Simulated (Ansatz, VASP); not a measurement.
## SiO2: VASP beside Ansatz

The input INCAR:

```
SYSTEM = SiO2
PREC = Accurate
ENCUT = 520
EDIFF = 1E-6
ISMEAR = 0
SIGMA = 0.05
LREAL = .False.
LASPH = .True.
NELM = 100
ALGO = Normal
ISIF = 2
LWAVE = .False.
LCHARG = .True.
GGA = PE
LELF = .True.
LVHAR = .True.
NBANDS = 25
```

The input KPOINTS:

```
regular mesh
0
Gamma
  6 6 10
  0 0 0
```

Contents of POSCAR:

```
SiO2
1.0
    4.3025500110      0.0000000000      0.0000000000
    0.0000000000      4.3025500110      0.0000000000
    0.0000000000      0.0000000000      2.8155887272
Si O
2 4
Direct
    0.5000000000      0.5000000000      0.5000000000
    0.0000000000      0.0000000000      0.0000000000
    0.6930127928      0.6930127928      0.0000000000
    0.1930127928      0.8069872072      0.5000000000
    0.3069872072      0.3069872072      0.0000000000
    0.8069872072      0.1930127928      0.5000000000
```

Input for Ansatz:

```yaml
crystal:
  lattice:
    - [4.302550011, 0.0, 0.0]
    - [0.0, 4.302550011, 0.0]
    - [0.0, 0.0, 2.8155887272]
  atoms:
    - { symbol: Si, position: [0.5, 0.5, 0.5] }
    - { symbol: Si, position: [0.0, 0.0, 0.0] }
    - { symbol: O, position: [0.6930127928, 0.6930127928, 0.0] }
    - { symbol: O, position: [0.1930127928, 0.8069872072, 0.5] }
    - { symbol: O, position: [0.3069872072, 0.3069872072, 0.0] }
    - { symbol: O, position: [0.8069872072, 0.1930127928, 0.5] }
basis:
  ecutwfc: 520.0
kpoints:
  mp_grid: { grid: [6, 6, 10] }
hamiltonian:
  xc: pbe
  pseudopotentials: { kind: paw, azcp: { folder: soft_1 } }
scf:
  occupations: { method: gaussian, width: 0.05 }
output:
  forces: true
  stress: true
  eigenvalues: true
```

Alike in both runs: task single point; functional PBE; k mesh 6 × 6 × 10; occupations gaussian, width 0.05 eV; no spin polarisation.

|  | VASP | Ansatz |
| --- | --- | --- |
| version | VASP 6.6.1 | Ansatz 0.2.0 |
| potentials or method | VASP PAW PBE potentials, release 64 (Si, O), cutoff 520 eV | scalar-relativistic, plane waves, PAW |
| valence electrons in the cell | 32 | 32 |

|  | VASP | Ansatz | Ansatz less VASP |
| --- | --- | --- | --- |
| gap on the k mesh at the Fermi level (eV) | 3.63 | 3.65 | +0.022 |
| least direct gap on the mesh (eV) | 3.63 | 3.65 | +0.022 |
| pressure (GPa) | -20.4 | -20.6 | -0.23 |
| traceless stress, the component that is largest in VASP (GPa) | -9.95 | -10.31 | -0.351 |
| rms of the force components (eV/Å) | 0.089 | 0.095 | +0.0059 |

Atom by atom the forces differ by 0.006 eV/Å (rms over components).
